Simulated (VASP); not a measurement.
A run of VASP 6.6.1 is set up as follows.

Contents of INCAR:

```
ALGO = Normal
EDIFF = 1E-7
ENCUT = 520
GGA = PE
ISIF = 2
ISMEAR = 0
ISPIN = 2
LASPH = True
LCHARG = True
LDAU = True
LDAUJ = 0 0 0
LDAUL = -1 2 -1
LDAUPRINT = 1
LDAUTYPE = 2
LDAUU = 0 3 0
LELF = True
LMAXMIX = 4
LORBIT = 11
LREAL = False
LVHAR = True
LWAVE = False
MAGMOM = 0 5 0 0
NBANDS = 28
NELM = 150
PREC = Accurate
SIGMA = 0.05
```

File KPOINTS:

```
k-points
0
Gamma
  6 6 6
```

POSCAR

```
NaRuS2
1.0
    1.8554806500      1.0712622500      6.7361027900
   -1.8554806500      1.0712622500      6.7361027900
    0.0000000000     -2.1425245000      6.7361027900
Na Ru S
1 1 2
Direct
    0.5000000000      0.5000000000      0.5000000000
    0.0000000000      0.0000000000      0.0000000000
    0.2667000000      0.2667000000      0.2667000000
    0.7333000000      0.7333000000      0.7333000000
```

Potentials or basis: VASP PAW PBE potentials, release 64 (Na_pv, Ru_pv, S).

Run with:

```sh
$ cat potpaw_PBE.64/Na_pv/POTCAR potpaw_PBE.64/Ru_pv/POTCAR potpaw_PBE.64/S/POTCAR > POTCAR
$ mpirun -np 1 vasp_std > vasp.out
```

**Question.** What does it give for the largest force?

**Answer.** 1.050 eV/Å.

**Question.** Estimate the site moments.

**Answer.** Na +0.00; Ru +0.83; S +0.05 μB.

Forces on the atoms (eV/Å):
```
Na   0.000  0.000  0.000
Ru   0.000  0.000  0.000
S    0.000  0.000  1.050
S    0.000  0.000 -1.050
```

Caveat: the cell stands under tension; forces of over 1 eV/Å act on the atoms, so gaps and moduli don't describe the material at rest. The state reached can hang on the start; a lower one may exist.
